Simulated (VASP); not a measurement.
# TlPt (P6/mmm) in VASP: single point with LDA

Aim: the single point of TlPt with LDA.

All numbers are computed with VASP 6.6.1; they aren't measurements. Logs are shortened: lines on timing, memory, paths and dates and some standing lists are left out, and cuts for length are marked.

### 1 The cell of the first run

The structure is hexagonal, space group P6/mmm (No. 191). Conventional cell: a = 6.169 Å, b = 6.169 Å, c = 4.050 Å, α = 90.00°, β = 90.00°, γ = 120.00°. Within 3.6 Å of Tl (site symmetry mmm) lie 6 Pt at 2.70 to 3.08 Å and 4 Tl at 3.08 Å. Within 4.1 Å of Pt (site symmetry 6/mmm) lie 6 Tl at 3.08 Å and 14 Pt at 4.05 to 4.10 Å. Pt (site symmetry -6m2) has 6 Tl at 2.70 Å and 3 Pt at 3.56 Å within 3.6 Å.

### 2 Single point, LDA

INCAR reads:

```
SYSTEM = TlPt
PREC = Accurate ; ENCUT = 520
EDIFF = 1E-6 ; ISMEAR = 0
SIGMA = 0.1 ; LREAL = .FALSE.
LASPH = .TRUE. ; NELM = 80
ALGO = Fast ; ISIF = 2
LWAVE = .FALSE. ; LCHARG = .FALSE.
NBANDS = 44
```

KPOINTS reads:

```
Automatic mesh
0
G
  6 6 10
  0 0 0
```

POSCAR reads:

```
TlPt
1.0
    6.1686748066      0.0000000000      0.0000000000
   -3.0843374033      5.3422290902      0.0000000000
    0.0000000000      0.0000000000      4.0499185332
Tl Pt
3 3
Direct
    0.0000000000      0.5000000000      0.0000000000
    0.5000000000      0.0000000000      0.0000000000
    0.5000000000      0.5000000000      0.0000000000
    0.0000000000      0.0000000000      0.0000000000
    0.6666666667      0.3333333333      0.5000000000
    0.3333333333      0.6666666667      0.5000000000
```

Potentials or basis: VASP PAW LDA potentials, release 64 (Tl_d, Pt).

On the command line:

```sh
$ cat potpaw_LDA.64/Tl_d/POTCAR potpaw_LDA.64/Pt/POTCAR > POTCAR
$ mpirun -np 1 vasp_std > vasp.out
```

OUTCAR:

```text
SYSTEM = TlPt
   PREC = Accurate
   ENCUT = 520
   EDIFF = 1E-6
   ISMEAR = 0
   LREAL = .FALSE.
   LASPH = .TRUE.
   NELM = 80
   ISIF = 2

 ion  position               nearest neighbor table
   1  0.000  0.500  0.000-   5 2.70   6 2.70   5 2.70   6 2.70   2 3.08   4 3.08   4 3.08   2 3.08
                             3 3.08   3 3.08
   2  0.500  0.000  0.000-   5 2.70   6 2.70   5 2.70   6 2.70   1 3.08   3 3.08   3 3.08   1 3.08
                             4 3.08   4 3.08
   3  0.500  0.500  0.000-   5 2.70   6 2.70   5 2.70   6 2.70   2 3.08   4 3.08   2 3.08   4 3.08
                             1 3.08   1 3.08
   4  0.000  0.000  0.000-   1 3.08   3 3.08   1 3.08   3 3.08   2 3.08   2 3.08
   5  0.667  0.333  0.500-   2 2.70   2 2.70   1 2.70   1 2.70   3 2.70   3 2.70
   6  0.333  0.667  0.500-   2 2.70   2 2.70   1 2.70   1 2.70   3 2.70   3 2.70

  LATTYP: Found a hexagonal cell.
 ALAT       =     6.1686748066
 C/A-ratio  =     0.6565297507

  Lattice vectors:

 A1 = (   6.1686748066,   0.0000000000,   0.0000000000)
 A2 = (  -3.0843374033,   5.3422290902,   0.0000000000)
 A3 = (   0.0000000000,   0.0000000000,   4.0499185332)

Analysis of symmetry for initial positions (statically):
=====================================================================
 Subroutine PRICEL returns:
 Original cell was already a primitive cell.

 Routine SETGRP: Setting up the symmetry group for a
 hexagonal supercell.

 Subroutine GETGRP returns: Found 24 space group operations
 (whereof 24 operations were pure point group operations)
 out of a pool of 24 trial point group operations.

The static configuration has the point symmetry D_6h.

Analysis of symmetry for dynamics (positions and initial velocities):
=====================================================================
 Subroutine PRICEL returns:
 Original cell was already a primitive cell.

 Routine SETGRP: Setting up the symmetry group for a
 hexagonal supercell.

 Subroutine GETGRP returns: Found 24 space group operations
 (whereof 24 operations were pure point group operations)
 out of a pool of 24 trial point group operations.

The dynamic configuration has the point symmetry D_6h.

 Subroutine INISYM returns: Found 24 space group operations
 (whereof 24 operations are pure point group operations),
 and found     1 'primitive' translations

----------------------------------------------------------------------------------------

                                     Primitive cell

  volume of cell :     133.4629

  direct lattice vectors                    reciprocal lattice vectors
     6.168674807  0.000000000  0.000000000     0.162109372  0.093593890  0.000000000
    -3.084337403  5.342229090  0.000000000     0.000000000  0.187187779  0.000000000
     0.000000000  0.000000000  4.049918533     0.000000000  0.000000000  0.246918547

  length of vectors
     6.168674807  6.168674807  4.049918533     0.187187779  0.187187779  0.246918547

  position of ions in fractional coordinates (direct lattice)
     0.000000000  0.500000000  0.000000000
     0.500000000  0.000000000  0.000000000
     0.500000000  0.500000000  0.000000000
     0.000000000  0.000000000  0.000000000
     0.666666667  0.333333333  0.500000000
     0.333333333  0.666666667  0.500000000

  ion indices of the primitive-cell ions
   primitive index   ion index
                 1           1
                 2           2
                 3           3
                 4           4
                 5           5
                 6           6

----------------------------------------------------------------------------------------

 KPOINTS: Automatic mesh

Automatic generation of k-mesh.
 Grid dimensions read from file:
 generate k-points for:    6    6   10

 Generating k-lattice:

  Cartesian coordinates                     Fractional coordinates (reciprocal lattice)
     0.027018229  0.015598982  0.000000000     0.166666667  0.000000000  0.000000000
     0.000000000  0.031197963  0.000000000     0.000000000  0.166666667  0.000000000
     0.000000000  0.000000000  0.024691855     0.000000000  0.000000000  0.100000000

  Length of vectors
     0.031197963  0.031197963  0.024691855

  Shift w.r.t. Gamma in fractional coordinates (k-lattice)
     0.000000000  0.000000000  0.000000000

 Subroutine IBZKPT returns following result:
 ===========================================

 Found     42 irreducible k-points:

 Following reciprocal coordinates:
            Coordinates               Weight
  0.000000  0.000000  0.000000      1.000000
  0.166667  0.000000  0.000000      6.000000
  0.333333  0.000000  0.000000      6.000000
  0.500000  0.000000  0.000000      3.000000
  0.166667  0.166667  0.000000      6.000000
  0.333333  0.166667  0.000000     12.000000
[... 16 lines left out ...]
  0.166667  0.000000  0.300000     12.000000
  0.333333  0.000000  0.300000     12.000000
 [... further k-points ...]
   k-points           NKPTS =     42   k-points in BZ     NKDIM =     42   number of bands    NBANDS=     44
   number of dos      NEDOS =    301   number of ions     NIONS =      6
   total plane-waves  NPLWV =  69120
   dimension x,y,z NGX =    48 NGY =   48 NGZ =   30
   dimension x,y,z NGXF=    96 NGYF=   96 NGZF=   60
   ions per type =               3   3
   NGX,Y,Z   is equivalent  to a cutoff of  12.94, 12.94, 12.31 a.u.
   NGXF,Y,Z  is equivalent  to a cutoff of  25.87, 25.87, 24.63 a.u.
 SYSTEM =  TlPt
   PREC   = accura    normal or accurate (medium, high low for compatibility)
   ISTART =      0    job   : 0-new  1-cont  2-samecut
   ICHARG =      2    charge: 1-file 2-atom 10-const
   ISPIN  =      1    spin polarized calculation?
   LNONCOLLINEAR =      F non collinear calculations
   LSORBIT =      F    spin-orbit coupling
   LASPH  =      T    aspherical Exc in radial PAW
   ENCUT  =  520.0 eV  38.22 Ry    6.18 a.u.  11.47 11.47  7.53*2*pi/ulx,y,z
   NELM   =     80;   NELMIN=  2; NELMDL= -5     # of ELM steps
   EDIFF  = 0.1E-05   stopping-criterion for ELM
   LREAL  =      F    real-space projection
   EDIFFG = 0.1E-04   stopping-criterion for IOM
   NSW    =      0    number of steps for IOM
   IBRION =     -1    ionic relax: 0-MD 1-quasi-New 2-CG
   NFREE  =      0    steps in history (QN), initial steepest desc. (CG)
   ISIF   =      2    stress and relaxation
   ISYM   =      2    0-nonsym 1-usesym 2-fastsym
   POTIM  = 0.5000    time-step for ionic-motion
   TEBEG  =    0.0;   TEEND  =   0.0 temperature during run
   PSTRESS=    0.0 pullay stress
   NELECT =      69.0000    total number of electrons
   NUPDOWN=      -1.0000    fix difference up-down
   EMIN   =  10.00;   EMAX   =-10.00  energy-range for DOS
   EFERMI =   0.00;   METHOD = LEGACY
   ISMEAR =     0;   SIGMA  =   0.10  broadening in eV -4-tet -1-fermi 0-gaus
   EFERMI_NEDOS =   21; number of points for ismear=-14 and -15
   IALGO  =     68    algorithm
   IMIX   =      4    mixing-type and parameters
     AMIX     =   0.40;   BMIX     =  1.00
     AMIX_MAG =   1.60;   BMIX_MAG =  1.00
  volume/ion in A,a.u.               =      22.24       150.11
  Fermi-wavevector in a.u.,A,eV,Ry     =   1.313926  2.482960 23.489126  1.726402
  Thomas-Fermi vector in A             =   2.444215
   LORBIT       =      0    0 simple, 1 ext, 2 COOP (PROOUT), +10 PAW based schemes
   GGA     = CA    functional components
   LHFCALC =     F    Hartree Fock is set to
   AEXX    =    0.0000 exact exchange contribution
   IVDW    =     0    specifies the selected vdW correction
   LEPSILON=     F    determine dielectric tensor
   LRPA    =     F    only Hartree local field effects (RPA)
 non-spin polarized calculation
 RMM-DIIS sequential band-by-band and
 Gauss-broadening in eV      SIGMA  =   0.10
  energy-cutoff  :      520.00
  volume of cell :      133.46
 maximum number of plane-waves:      3621
 NGX is ok and might be reduce to    48
   NGX = 23   NGY = 23   NGZ = 15

 number of electron      68.9999981 magnetization

 Free energy of the ion-electron system (eV)
  ---------------------------------------------------
  ext. energy  EPLUGINS =         0.00000000
  ---------------------------------------------------
  free energy    TOTEN  =       -27.82841488 eV

  energy without entropy =      -27.81149975  energy(sigma->0) =      -27.81995732

 E-fermi :   7.0885     XC(G=0): -11.4247

 val. band max:        7.0769894966   @ k =   0.3333   0.0000   0.4000
 cond. band min:       7.0898566731   @ k =   0.1667   0.1667   0.5000
 fundamental gap:      0.0128671765
 Fermi energy:         7.0885480242

 k-point     1 :       0.0000    0.0000    0.0000
  band No.  band energies     occupation
      1      -5.8902      2.00000
      2      -5.1262      2.00000
      3      -5.1262      2.00000
      4      -5.0122      2.00000
      5      -4.8385      2.00000
      6      -4.8385      2.00000
[... 36 lines left out ...]
     43      15.1367      0.00000
     44      15.6190      0.00000

 k-point     2 :       0.1667    0.0000    0.0000
  band No.  band energies     occupation
      1      -5.7959      2.00000
      2      -5.1069      2.00000
      3      -5.0489      2.00000
      4      -4.9956      2.00000
      5      -4.8344      2.00000
      6      -4.8180      2.00000
[... 36 lines left out ...]
     43      14.5066      0.00000
     44      14.8706      0.00000

 k-point     3 :       0.3333    0.0000    0.0000
  band No.  band energies     occupation
      1      -5.5655      2.00000
      2      -5.0437      2.00000
      3      -4.9616      2.00000
      4      -4.8364      2.00000
      5      -4.8216      2.00000
      6      -4.7714      2.00000
[... 36 lines left out ...]
     43      13.9768      0.00000
     44      14.6416      0.00000

 k-point     4 :       0.5000    0.0000    0.0000
  band No.  band energies     occupation
      1      -5.4172      2.00000
      2      -4.9450      2.00000
      3      -4.9157      2.00000
      4      -4.8113      2.00000
      5      -4.7766      2.00000
      6      -4.7441      2.00000
[... 882 lines left out ...]
     43      14.1418      0.00000
     44      14.1418      0.00000

 k-point    23 :       0.1667    0.0000    0.3000
  band No.  band energies     occupation
      1      -5.5926      2.00000
      2      -5.2885      2.00000
      3      -5.1034      2.00000
      4      -5.0464      2.00000
      5      -4.7358      2.00000
      6      -4.6827      2.00000
[... 36 lines left out ...]
     43      14.1822      0.00000
     44      14.4129      0.00000

 k-point    24 :       0.3333    0.0000    0.3000
  band No.  band energies     occupation
      1      -5.4111      2.00000
      2      -5.2055      2.00000
      3      -5.0184      2.00000
      4      -4.8293      2.00000
      5      -4.7984      2.00000
      6      -4.6312      2.00000
[... 36 lines left out ...]
     43      13.1889      0.00000
     44      13.7888      0.00000

 [... further k-points ...]
[... 5 lines left out ...]
  --------------------------------------------------------------------------------------
  -------------------------------------------------------------------------------------
  Total        0.2634636      0.2634636      0.4617190      0.0000000     -0.0000000      0.0000000
  in kB        3.1627917      3.1627917      5.5427801      0.0000000     -0.0000000      0.0000000
  external PRESSURE =       3.9561212 kB  Pullay stress =       0.0000000 kB

 VOLUME and BASIS-vectors are now :
 -----------------------------------------------------------------------------
  energy-cutoff  :      520.00
  volume of cell :      133.46
      direct lattice vectors                 reciprocal lattice vectors
     6.168674807  0.000000000  0.000000000     0.162109372  0.093593890  0.000000000
    -3.084337403  5.342229090  0.000000000     0.000000000  0.187187779  0.000000000
     0.000000000  0.000000000  4.049918533     0.000000000  0.000000000  0.246918547

 POSITION                                       TOTAL-FORCE (eV/Angst)
 -----------------------------------------------------------------------------------
     -1.54217      2.67111      0.00000         0.000000      0.000000      0.000000
      3.08434      0.00000      0.00000         0.000000      0.000000      0.000000
      1.54217      2.67111      0.00000         0.000000      0.000000      0.000000
      0.00000      0.00000      0.00000         0.000000      0.000000      0.000000
      3.08434      1.78074      2.02496         0.000000      0.000000     -0.000000
     -0.00000      3.56149      2.02496        -0.000000      0.000000      0.000000
 -----------------------------------------------------------------------------------
    total drift:                               -0.000000      0.000000      0.000000

  FREE ENERGIE OF THE ION-ELECTRON SYSTEM (eV)
  ---------------------------------------------------
  free  energy   TOTEN  =       -27.8284148846 eV

  energy  without entropy=      -27.8114997456  energy(sigma->0) =      -27.81995732
```

Wall time 3 min (1 thread of AMD EPYC 7R13 (Zen 3), shared host); peak memory 0.3 GiB.

What came out:

```yaml
Free_energy: -27.8284 eV
Pressure: 0.4 GPa
Band_gap_on_the_k_mesh: zero (an odd number of electrons rules out a gap without spin polarisation)
```

Caveat: spin-orbit coupling is left out, which moves the levels of the heavy elements.
